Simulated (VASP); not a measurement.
# GaAs in VASP: single point with r2SCAN

Aim: the single point of GaAs with r2SCAN.

Program: VASP 6.6.1. These are calculated values, not measurements. Logs are shortened: lines on timing, memory, paths and dates and some standing lists are left out, and cuts for length are marked.

### 1 The cell of the first run

The cell holds a wire or tube with vacuum around it, 4 atoms: a = 11.300 Å, b = 9.300 Å, c = 4.417 Å, α = 90.00°, β = 90.00°, γ = 90.00°.

### 2 Single point, r2SCAN, collinear spin

POSCAR reads:

```
GaAs
1.0
   11.3000000000      0.0000000000      0.0000000000
    0.0000000000      9.3000000000      0.0000000000
    0.0000000000      0.0000000000      4.4165275310
Ga As
2 2
Direct
    0.3974036746      0.5000000000      0.0000000000
    0.6025963254      0.5000000000      0.5000000000
    0.3974036746      0.5000000000      0.5000000000
    0.6025963254      0.5000000000      0.0000000000
```

INCAR.step1 reads:

```
SYSTEM = GaAs
ALGO = Normal
EDIFF = 1E-4
ENCUT = 520
GGA = PE
ISMEAR = 0
ISPIN = 2
LASPH = .True.
LCHARG = .False.
LREAL = .False.
LWAVE = .True.
MAGMOM = 0.5 0.5 0.5 0.5
NBANDS = 30
NELM = 150
PREC = Accurate
SIGMA = 0.05
```

INCAR.step2 reads:

```
SYSTEM = GaAs
ALGO = Normal
EDIFF = 1E-6
ENCUT = 520
ISIF = 2
ISMEAR = 0
ISPIN = 2
ISTART = 1
LASPH = .True.
LCHARG = .False.
LMIXTAU = .True.
LORBIT = 11
LREAL = .False.
LWAVE = .False.
MAGMOM = 0.5 0.5 0.5 0.5
METAGGA = R2SCAN
NBANDS = 30
NELM = 150
PREC = Accurate
SIGMA = 0.05
```

KPOINTS reads:

```
k-points
0
Gamma
  1 1 15
  0 0 0
```

Potentials or basis: VASP PAW PBE potentials, release 64 (Ga_d, As).

On the command line:

```sh
$ cat potpaw_PBE.64/Ga_d/POTCAR potpaw_PBE.64/As/POTCAR > POTCAR
$ cp INCAR.step1 INCAR
$ mpirun -np 1 vasp_std > vasp.out
$ cp INCAR.step2 INCAR
$ mpirun -np 1 vasp_std > vasp.out
```

OUTCAR:

```text
SYSTEM = GaAs
   EDIFF = 1E-6
   ENCUT = 520
   ISIF = 2
   ISMEAR = 0
   ISPIN = 2
   ISTART = 1
   LASPH = .True.
   LORBIT = 11
   LREAL = .False.
   METAGGA = R2SCAN
   NELM = 150
   PREC = Accurate

 ion  position               nearest neighbor table
   1  0.397  0.500  0.000-   3 2.21   3 2.21   4 2.32
   2  0.603  0.500  0.500-   4 2.21   4 2.21   3 2.32
   3  0.397  0.500  0.500-   1 2.21   1 2.21   2 2.32
   4  0.603  0.500  0.000-   2 2.21   2 2.21   1 2.32

  LATTYP: Found a simple orthorhombic cell.
 ALAT       =     4.4165275310
 B/A-ratio  =     2.1057267128
 C/A-ratio  =     2.5585711672

  Lattice vectors:

 A1 = (   0.0000000000,   0.0000000000,  -4.4165275310)
 A2 = (   0.0000000000,   9.3000000000,   0.0000000000)
 A3 = (  11.3000000000,   0.0000000000,   0.0000000000)

Analysis of symmetry for initial positions (statically):
=====================================================================
 Subroutine PRICEL returns:
 Original cell was already a primitive cell.

 Routine SETGRP: Setting up the symmetry group for a
 simple orthorhombic supercell.

 Subroutine GETGRP returns: Found  8 space group operations
 (whereof  4 operations were pure point group operations)
 out of a pool of  8 trial point group operations.

The static configuration has the point symmetry C_2v.
 The point group associated with its full space group is D_2h.

Analysis of symmetry for dynamics (positions and initial velocities):
=====================================================================
 Subroutine PRICEL returns:
 Original cell was already a primitive cell.

 Routine SETGRP: Setting up the symmetry group for a
 simple orthorhombic supercell.

 Subroutine GETGRP returns: Found  8 space group operations
 (whereof  4 operations were pure point group operations)
 out of a pool of  8 trial point group operations.

The dynamic configuration has the point symmetry C_2v.
 The point group associated with its full space group is D_2h.

Analysis of structural, dynamic, and magnetic symmetry:
=====================================================================
 Subroutine PRICEL returns:
 Original cell was already a primitive cell.

 Routine SETGRP: Setting up the symmetry group for a
 simple orthorhombic supercell.

 Subroutine GETGRP returns: Found  8 space group operations
 (whereof  4 operations were pure point group operations)
 out of a pool of  8 trial point group operations.

The overall configuration has the point symmetry C_2v.
 The point group associated with its full space group is D_2h.

 Subroutine INISYM returns: Found  8 space group operations
 (whereof  4 operations are pure point group operations),
 and found     1 'primitive' translations

----------------------------------------------------------------------------------------

                                     Primitive cell

  volume of cell :     464.1329

  direct lattice vectors                    reciprocal lattice vectors
    11.300000000  0.000000000  0.000000000     0.088495575  0.000000000  0.000000000
     0.000000000  9.300000000  0.000000000     0.000000000  0.107526882  0.000000000
     0.000000000  0.000000000  4.416527531     0.000000000  0.000000000  0.226422227

  length of vectors
    11.300000000  9.300000000  4.416527531     0.088495575  0.107526882  0.226422227

  position of ions in fractional coordinates (direct lattice)
     0.397403675  0.500000000  0.000000000
     0.602596325  0.500000000  0.500000000
     0.397403675  0.500000000  0.500000000
     0.602596325  0.500000000  0.000000000

  ion indices of the primitive-cell ions
   primitive index   ion index
                 1           1
                 2           2
                 3           3
                 4           4

----------------------------------------------------------------------------------------

 KPOINTS: k-points

Automatic generation of k-mesh.
 Grid dimensions read from file:
 generate k-points for:    1    1   15

 Generating k-lattice:

  Cartesian coordinates                     Fractional coordinates (reciprocal lattice)
     0.088495575  0.000000000  0.000000000     1.000000000  0.000000000  0.000000000
     0.000000000  0.107526882  0.000000000     0.000000000  1.000000000  0.000000000
     0.000000000  0.000000000  0.015094815     0.000000000  0.000000000  0.066666667

  Length of vectors
     0.088495575  0.107526882  0.015094815

  Shift w.r.t. Gamma in fractional coordinates (k-lattice)
     0.000000000  0.000000000  0.000000000

 Subroutine IBZKPT returns following result:
 ===========================================

 Found      8 irreducible k-points:

 Following reciprocal coordinates:
            Coordinates               Weight
  0.000000  0.000000  0.000000      1.000000
  0.000000  0.000000  0.066667      2.000000
  0.000000  0.000000  0.133333      2.000000
  0.000000  0.000000  0.200000      2.000000
  0.000000  0.000000  0.266667      2.000000
  0.000000  0.000000  0.333333      2.000000
  0.000000  0.000000  0.400000      2.000000
  0.000000  0.000000  0.466667      2.000000
   k-points           NKPTS =      8   k-points in BZ     NKDIM =      8   number of bands    NBANDS=     30
   number of dos      NEDOS =    301   number of ions     NIONS =      4
   total plane-waves  NPLWV = 211680
   dimension x,y,z NGX =    84 NGY =   70 NGZ =   36
   dimension x,y,z NGXF=   168 NGYF=  140 NGZF=   72
   ions per type =               2   2
   NGX,Y,Z   is equivalent  to a cutoff of  12.36, 12.51, 13.55 a.u.
   NGXF,Y,Z  is equivalent  to a cutoff of  24.72, 25.03, 27.10 a.u.
 SYSTEM =  GaAs
   PREC   = accura    normal or accurate (medium, high low for compatibility)
   ISTART =      1    job   : 0-new  1-cont  2-samecut
   ICHARG =      0    charge: 1-file 2-atom 10-const
   ISPIN  =      2    spin polarized calculation?
   LNONCOLLINEAR =      F non collinear calculations
   LSORBIT =      F    spin-orbit coupling
   LASPH  =      T    aspherical Exc in radial PAW
   ENCUT  =  520.0 eV  38.22 Ry    6.18 a.u.  21.01 17.29  8.21*2*pi/ulx,y,z
   NELM   =    150;   NELMIN=  2; NELMDL=  0     # of ELM steps
   EDIFF  = 0.1E-05   stopping-criterion for ELM
   LREAL  =      F    real-space projection
   EDIFFG = 0.1E-04   stopping-criterion for IOM
   NSW    =      0    number of steps for IOM
   IBRION =     -1    ionic relax: 0-MD 1-quasi-New 2-CG
   NFREE  =      0    steps in history (QN), initial steepest desc. (CG)
   ISIF   =      2    stress and relaxation
   ISYM   =      2    0-nonsym 1-usesym 2-fastsym
   POTIM  = 0.5000    time-step for ionic-motion
   TEBEG  =    0.0;   TEEND  =   0.0 temperature during run
   PSTRESS=    0.0 pullay stress
   NELECT =      36.0000    total number of electrons
   NUPDOWN=      -1.0000    fix difference up-down
   EMIN   =  10.00;   EMAX   =-10.00  energy-range for DOS
   EFERMI =   0.00;   METHOD = LEGACY
   ISMEAR =     0;   SIGMA  =   0.05  broadening in eV -4-tet -1-fermi 0-gaus
   EFERMI_NEDOS =   21; number of points for ismear=-14 and -15
   IALGO  =     38    algorithm
   IMIX   =      4    mixing-type and parameters
     AMIX     =   0.40;   BMIX     =  1.00
     AMIX_MAG =   1.60;   BMIX_MAG =  1.00
  volume/ion in A,a.u.               =     116.03       783.03
  Fermi-wavevector in a.u.,A,eV,Ry     =   0.698171  1.319351  6.632053  0.487442
  Thomas-Fermi vector in A             =   1.781700
   LORBIT       =     11    0 simple, 1 ext, 2 COOP (PROOUT), +10 PAW based schemes
   METAGGA = R2SCAN    functional components
   LHFCALC =     F    Hartree Fock is set to
   AEXX    =    0.0000 exact exchange contribution
   IVDW    =     0    specifies the selected vdW correction
   LEPSILON=     F    determine dielectric tensor
   LRPA    =     F    only Hartree local field effects (RPA)
 spin polarized calculation
 Gauss-broadening in eV      SIGMA  =   0.05
  energy-cutoff  :      520.00
  volume of cell :      464.13
 maximum number of plane-waves:     12516
   NGX = 43   NGY = 35   NGZ = 17

 number of electron      35.9999986 magnetization      -0.0057941

 number of electron      35.9999986 magnetization       0.0036220

 Free energy of the ion-electron system (eV)
  ---------------------------------------------------
  ext. energy  EPLUGINS =         0.00000000
  ---------------------------------------------------
  free energy    TOTEN  =       -48.95384396 eV

  energy without entropy =      -48.95384388  energy(sigma->0) =      -48.95384392

 E-fermi :  -3.2969     XC(G=0):  -2.7596

 val. band max:       -3.4702814073   @ k =   0.0000   0.0000   0.3333
 cond. band min:      -3.1325173610   @ k =   0.0000   0.0000   0.0000
 fundamental gap:      0.3377640464
 Fermi energy:        -3.2968979636

 spin component 1

 k-point     1 :       0.0000    0.0000    0.0000
  band No.  band energies     occupation
      1     -19.4618      1.00000
      2     -19.4018      1.00000
      3     -18.9910      1.00000
      4     -18.9626      1.00000
      5     -18.9601      1.00000
      6     -18.9374      1.00000
[... 253 lines left out ...]
     29       4.2432      0.00000
     30       4.2876      0.00000
 Fermi energy:        -3.2968979636

 spin component 2

 k-point     1 :       0.0000    0.0000    0.0000
  band No.  band energies     occupation
      1     -19.4618      1.00000
      2     -19.4018      1.00000
      3     -18.9909      1.00000
      4     -18.9626      1.00000
      5     -18.9601      1.00000
      6     -18.9375      1.00000
[... 253 lines left out ...]
     29       4.2726      0.00000
     30       4.3349      0.00000

------------------------ aborting loop because EDIFF is reached ----------------------------------------

  FORCE on cell =-STRESS in cart. coord.  units (eV):
  Direction    XX          YY          ZZ          XY          YZ          ZX
  --------------------------------------------------------------------------------------
  -------------------------------------------------------------------------------------
  Total        5.9348999      0.2075136     15.7381749      0.0000000      0.0000000      0.0000000
  in kB       20.4871547      0.7163329     54.3278620      0.0000000      0.0000000      0.0000000
  external PRESSURE =      25.1771165 kB  Pullay stress =       0.0000000 kB

 VOLUME and BASIS-vectors are now :
 -----------------------------------------------------------------------------
  energy-cutoff  :      520.00
  volume of cell :      464.13
      direct lattice vectors                 reciprocal lattice vectors
    11.300000000  0.000000000  0.000000000     0.088495575  0.000000000  0.000000000
     0.000000000  9.300000000  0.000000000     0.000000000  0.107526882  0.000000000
     0.000000000  0.000000000  4.416527531     0.000000000  0.000000000  0.226422227

 POSITION                                       TOTAL-FORCE (eV/Angst)
 -----------------------------------------------------------------------------------
      4.49066      4.65000      0.00000        -0.770758      0.000000      0.000000
      6.80934      4.65000      2.20826         0.770758      0.000000      0.000000
      4.49066      4.65000      2.20826        -1.731193      0.000000      0.000000
      6.80934      4.65000      0.00000         1.731193      0.000000      0.000000
 -----------------------------------------------------------------------------------
    total drift:                                0.000000      0.000000      0.000000

  FREE ENERGIE OF THE ION-ELECTRON SYSTEM (eV)
  ---------------------------------------------------
  free  energy   TOTEN  =       -48.9538439612 eV

  energy  without entropy=      -48.9538438840  energy(sigma->0) =      -48.95384392

 total charge

# of ion       s       p       d       tot
------------------------------------------
    1        0.913   0.826  10.031  11.770
    2        0.913   0.826  10.031  11.770
    3        1.208   1.711   0.045   2.963
    4        1.208   1.711   0.045   2.963
--------------------------------------------------
tot          4.242   5.073  20.151  29.466

 magnetization (x)

# of ion       s       p       d       tot
------------------------------------------
    1       -0.000  -0.000   0.000  -0.000
    2       -0.000  -0.000   0.000  -0.000
    3        0.000   0.000   0.000   0.000
    4        0.000   0.000   0.000   0.000
--------------------------------------------------
tot         -0.000   0.000   0.000   0.000
```

Run time: 15 min. Hardware: 1 thread of Intel Xeon 6975P-C (Granite Rapids), shared host; peak memory 0.82 GiB.

Results:

- Free energy: -48.9538 eV
- Largest force: 1.731 eV/Å
- Band gap on the k mesh: 0.34 eV (least direct gap 0.66 eV)
- Net moment: 0.00 μB per cell
- Valence electrons inside the program's atomic spheres: Ga 11.77; As 2.96

Forces in eV/Å, atoms in the order of the input:
```
Ga  -0.771  0.000  0.000
Ga   0.771  0.000  0.000
As  -1.731  0.000  0.000
As   1.731  0.000  0.000
```

Levels at points of the mesh, in eV from the valence-band top:
Spin up:
| k point | band 16 | band 17 | band 18 | band 19 | band 20 | band 21 |
| --- | --- | --- | --- | --- | --- | --- |
| (0.00, 0.00, 0.00) | -2.69 | -2.51 | -0.32 | 0.34 | 2.72 | 4.16 |
Spin down:
| k point | band 15 | band 16 | band 17 | band 18 | band 19 | band 20 | band 21 | band 22 |
| --- | --- | --- | --- | --- | --- | --- | --- | --- |
| (0.00, 0.00, 0.00) | -3.38 | -2.69 | -2.51 | -0.32 | 0.34 | 2.72 | 4.17 | 4.46 |

Caveat: semilocal functionals underestimate gaps, and a narrow one can read as zero; the PAW data sets were made with another functional, which shifts forces and pressure a little.
